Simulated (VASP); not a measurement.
Write the native input for VASP 6.6.1 that does the following.

```yaml
Task: single point
Functional: PBEsol
Potentials_or_basis: VASP PAW PBE potentials, release 64 (Sb, Ga_d)
Cutoff: 520 eV
k_mesh: 10 × 10 × 10
Occupations: fermi-dirac, width 0.05 eV
Spin: no spin polarisation
Dipole_correction: no
Further_INCAR_settings: ALGO = Normal; EDIFF = 1e-07; NBANDS = 16
```

The structure of GaSb lies in POSCAR:

```
GaSb
1.0
   -2.7174716334      2.7174716334      1.5476037690
    2.7174716334     -2.7174716334      1.5476037690
    2.7174716334      2.7174716334     -1.5476037690
Sb Ga
1 1
Direct
    0.0000000000      0.0000000000      0.0000000000
    0.7500000000      0.2500000000      0.5000000000
```

The input as run:

INCAR

```
SYSTEM = GaSb
PREC = Accurate ; ENCUT = 520
EDIFF = 1E-7 ; ISMEAR = -1
SIGMA = 0.05 ; LREAL = .False.
LASPH = .True. ; NELM = 60
ALGO = Normal ; ISIF = 2
LWAVE = .False. ; LCHARG = .True.
GGA = PS ; LELF = .True.
LVHAR = .True. ; NBANDS = 16
```

KPOINTS

```
Automatic mesh
0
Gamma
  10 10 10
  0 0 0
```

Potentials or basis: VASP PAW PBE potentials, release 64 (Sb, Ga_d).

The run is started by

```console
$ cat potpaw_PBE.64/Sb/POTCAR potpaw_PBE.64/Ga_d/POTCAR > POTCAR
$ mpirun -np 1 vasp_std > vasp.out
```

It gave:

```yaml
Pressure: 0.1 GPa
Band_gap_on_the_k_mesh: zero (bands 9 and 10 overlap by 4.63 eV)
```

Caveat: the PAW data sets were made with another functional, which shifts forces and pressure a little; spin-orbit coupling is left out, which moves the levels of the heavy elements.

Run time: 79 s on 1 thread of AMD EPYC 9R14 (Zen 4), with other jobs on the host, peak memory 0.2 GiB.
